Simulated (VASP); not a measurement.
# MgO (Fm-3m) in VASP: single point with r2SCAN

Aim: the single point of MgO with r2SCAN.

Program: VASP 6.6.1. These are calculated values, not measurements. Logs are shortened: lines on timing, memory, paths and dates and some standing lists are left out, and cuts for length are marked.

## (1) The cell of the first run

The structure is cubic, space group Fm-3m (No. 225). Conventional cell: a = 4.266 Å, b = 4.266 Å, c = 4.266 Å, α = 90.00°, β = 90.00°, γ = 90.00°. Mg (site symmetry m-3m) has 6 O at 2.13 Å within 2.8 Å. O (site symmetry m-3m) has 6 Mg at 2.13 Å within 2.8 Å.

## (2) Single point, r2SCAN

Contents of POSCAR:

```
MgO
1.0
    0.0000000000      2.1332500000      2.1332500000
    2.1332500000      0.0000000000      2.1332500000
    2.1332500000      2.1332500000      0.0000000000
Mg O
1 1
Direct
    0.0000000000      0.0000000000      0.0000000000
    0.5000000000      0.5000000000      0.5000000000
```

Contents of INCAR.step1:

```
SYSTEM = MgO
  PREC = Accurate
  ENCUT = 750
  ISMEAR = -1
  SIGMA = 0.02
  LREAL = .FALSE.
  LASPH = .TRUE.
  NELM = 120
  NBANDS = 15
  GGA = PE
  ALGO = Normal
  EDIFF = 1E-5
  LWAVE = .TRUE.
  LCHARG = .FALSE.
  GGA_COMPAT = .FALSE.
```

Contents of INCAR.step2:

```
SYSTEM = MgO
  PREC = Accurate
  ENCUT = 750
  EDIFF = 1E-6
  ISMEAR = -1
  SIGMA = 0.02
  LREAL = .FALSE.
  LASPH = .TRUE.
  NELM = 120
  ALGO = Normal
  ISIF = 2
  LWAVE = .FALSE.
  LCHARG = .FALSE.
  METAGGA = R2SCAN
  LMIXTAU = .TRUE.
  NBANDS = 15
  ISTART = 1
  GGA_COMPAT = .FALSE.
```

Contents of KPOINTS:

```
regular mesh
0
G
  9 9 9
  0 0 0
```

Potentials or basis: VASP PAW PBE potentials, release 64 (Mg_sv, O).

Started as:

```
> cat potpaw_PBE.64/Mg_sv/POTCAR potpaw_PBE.64/O/POTCAR > POTCAR
> cp INCAR.step1 INCAR
> mpirun -np 1 vasp_std > vasp.out
> cp INCAR.step2 INCAR
> mpirun -np 1 vasp_std > vasp.out
```

OUTCAR:

```text
SYSTEM = MgO
   PREC = Accurate
   ENCUT = 750
   EDIFF = 1E-6
   ISMEAR = -1
   LREAL = .FALSE.
   LASPH = .TRUE.
   NELM = 120
   ISIF = 2
   METAGGA = R2SCAN
   ISTART = 1

 ion  position               nearest neighbor table
   1  0.000  0.000  0.000-
   2  0.500  0.500  0.500-

  LATTYP: Found a face centered cubic cell.
 ALAT       =     4.2665000000

  Lattice vectors:

 A1 = (   0.0000000000,   2.1332500000,   2.1332500000)
 A2 = (   2.1332500000,   0.0000000000,   2.1332500000)
 A3 = (   2.1332500000,   2.1332500000,   0.0000000000)

Analysis of symmetry for initial positions (statically):
=====================================================================
 Subroutine PRICEL returns:
 Original cell was already a primitive cell.

 Routine SETGRP: Setting up the symmetry group for a
 face centered cubic supercell.

 Subroutine GETGRP returns: Found 48 space group operations
 (whereof 48 operations were pure point group operations)
 out of a pool of 48 trial point group operations.

The static configuration has the point symmetry O_h .

Analysis of symmetry for dynamics (positions and initial velocities):
=====================================================================
 Subroutine PRICEL returns:
 Original cell was already a primitive cell.

 Routine SETGRP: Setting up the symmetry group for a
 face centered cubic supercell.

 Subroutine GETGRP returns: Found 48 space group operations
 (whereof 48 operations were pure point group operations)
 out of a pool of 48 trial point group operations.

The dynamic configuration has the point symmetry O_h .

 Subroutine INISYM returns: Found 48 space group operations
 (whereof 48 operations are pure point group operations),
 and found     1 'primitive' translations

----------------------------------------------------------------------------------------

                                     Primitive cell

  volume of cell :      19.4158

  direct lattice vectors                    reciprocal lattice vectors
     0.000000000  2.133250000  2.133250000    -0.234384156  0.234384156  0.234384156
     2.133250000  0.000000000  2.133250000     0.234384156 -0.234384156  0.234384156
     2.133250000  2.133250000  0.000000000     0.234384156  0.234384156 -0.234384156

  length of vectors
     3.016871082  3.016871082  3.016871082     0.405965266  0.405965266  0.405965266

  position of ions in fractional coordinates (direct lattice)
     0.000000000  0.000000000  0.000000000
     0.500000000  0.500000000  0.500000000

[... 85 lines left out ...]
   TEBEG  =    0.0;   TEEND  =   0.0 temperature during run
   PSTRESS=    0.0 pullay stress
   NELECT =      16.0000    total number of electrons
   NUPDOWN=      -1.0000    fix difference up-down
   EMIN   =  10.00;   EMAX   =-10.00  energy-range for DOS
   EFERMI =   0.00;   METHOD = LEGACY
   ISMEAR =    -1;   SIGMA  =   0.02  broadening in eV -4-tet -1-fermi 0-gaus
   EFERMI_NEDOS =   21; number of points for ismear=-14 and -15
   IALGO  =     38    algorithm
   IMIX   =      4    mixing-type and parameters
     AMIX     =   0.40;   BMIX     =  1.00
     AMIX_MAG =   1.60;   BMIX_MAG =  1.00
  volume/ion in A,a.u.               =       9.71        65.51
  Fermi-wavevector in a.u.,A,eV,Ry     =   1.534840  2.900427 32.051699  2.355733
  Thomas-Fermi vector in A             =   2.641712
   LORBIT       =      0    0 simple, 1 ext, 2 COOP (PROOUT), +10 PAW based schemes
   METAGGA = R2SCAN    functional components
   LHFCALC =     F    Hartree Fock is set to
   AEXX    =    0.0000 exact exchange contribution
   IVDW    =     0    specifies the selected vdW correction
   LEPSILON=     F    determine dielectric tensor
   LRPA    =     F    only Hartree local field effects (RPA)
 non-spin polarized calculation
  energy-cutoff  :      750.00
  volume of cell :       19.42
 maximum number of plane-waves:       917
   NGX = 13   NGY = 13   NGZ = 13

 number of electron      15.9999998 magnetization

 Free energy of the ion-electron system (eV)
  ---------------------------------------------------
  ext. energy  EPLUGINS =         0.00000000
  ---------------------------------------------------
  free energy    TOTEN  =       -16.15001829 eV

  energy without entropy =      -16.15001829  energy(sigma->0) =      -16.15001829

 E-fermi :   2.6776     XC(G=0): -11.8286

 val. band max:        2.2430901281   @ k =   0.0000   0.0000   0.0000
 cond. band min:       7.5130529558   @ k =   0.0000   0.0000   0.0000
 fundamental gap:      5.2699628278
 Fermi energy:         2.6775542117

 k-point     1 :       0.0000    0.0000    0.0000
  band No.  band energies     occupation
      1     -72.8747      2.00000
      2     -37.9690      2.00000
      3     -37.9690      2.00000
      4     -37.9690      2.00000
      5     -15.7537      2.00000
      6       2.2431      2.00000
      7       2.2431      2.00000
      8       2.2431      2.00000
      9       7.5131      0.00000
     10      18.8753      0.00000
     11      18.8753      0.00000
     12      18.8753      0.00000
     13      22.8696      0.00000
     14      24.6646      0.00000
[... 401 lines left out ...]
      2     -38.0276      2.00000
      3     -37.9923      2.00000
      4     -37.9923      2.00000
      5     -14.4143      2.00000
      6      -1.6087      2.00000
      7       0.9643      2.00000
      8       0.9643      2.00000
      9      12.3285      0.00000
     10      12.9434      0.00000
     11      16.1494      0.00000
     12      22.0024      0.00000
     13      22.0024      0.00000
     14      28.4617      0.00000
     15      29.7243      0.00000

 [... further k-points ...]

------------------------ aborting loop because EDIFF is reached ----------------------------------------

  FORCE on cell =-STRESS in cart. coord.  units (eV):
  Direction    XX          YY          ZZ          XY          YZ          ZX
  --------------------------------------------------------------------------------------
  -------------------------------------------------------------------------------------
  Total       -0.8076451     -0.8076451     -0.8076451      0.0000000     -0.0000000     -0.0000000
  in kB      -66.6462721    -66.6462721    -66.6462721      0.0000000     -0.0000000     -0.0000000
  external PRESSURE =     -66.6462721 kB  Pullay stress =       0.0000000 kB

 VOLUME and BASIS-vectors are now :
 -----------------------------------------------------------------------------
  energy-cutoff  :      750.00
  volume of cell :       19.42
      direct lattice vectors                 reciprocal lattice vectors
     0.000000000  2.133250000  2.133250000    -0.234384156  0.234384156  0.234384156
     2.133250000  0.000000000  2.133250000     0.234384156 -0.234384156  0.234384156
     2.133250000  2.133250000  0.000000000     0.234384156  0.234384156 -0.234384156

 POSITION                                       TOTAL-FORCE (eV/Angst)
 -----------------------------------------------------------------------------------
      0.00000      0.00000      0.00000        -0.000000     -0.000000      0.000000
      2.13325      2.13325      2.13325         0.000000      0.000000     -0.000000
 -----------------------------------------------------------------------------------
    total drift:                                0.000000      0.000000      0.000000

  FREE ENERGIE OF THE ION-ELECTRON SYSTEM (eV)
  ---------------------------------------------------
  free  energy   TOTEN  =       -16.1500182947 eV

  energy  without entropy=      -16.1500182947  energy(sigma->0) =      -16.15001829
```

OUTCAR.step1:

```text
SYSTEM = MgO
   PREC = Accurate
   ENCUT = 750
   ISMEAR = -1
   LREAL = .FALSE.
   LASPH = .TRUE.
[... 652 lines left out ...]
      0.00000      0.00000      0.00000         0.000000      0.000000      0.000000
      2.13325      2.13325      2.13325        -0.000000     -0.000000     -0.000000
 -----------------------------------------------------------------------------------
    total drift:                                0.000000      0.000000      0.000000

  FREE ENERGIE OF THE ION-ELECTRON SYSTEM (eV)
  ---------------------------------------------------
  free  energy   TOTEN  =       -11.8878616611 eV

  energy  without entropy=      -11.8878616611  energy(sigma->0) =      -11.88786166
```

Wall time 92 s (1 thread of AMD EPYC 7R43 (Zen 3), shared host); peak memory 0.13 GiB.

Results:

* Free energy: -16.1500 eV
* Pressure: -6.7 GPa
* Band gap on the k mesh: 5.27 eV

Caveat: the cell stands under tension; the PAW data sets were made with another functional, which shifts forces and pressure a little. r2SCAN opens gaps a little over a GGA but as a rule still falls short of measured ones.
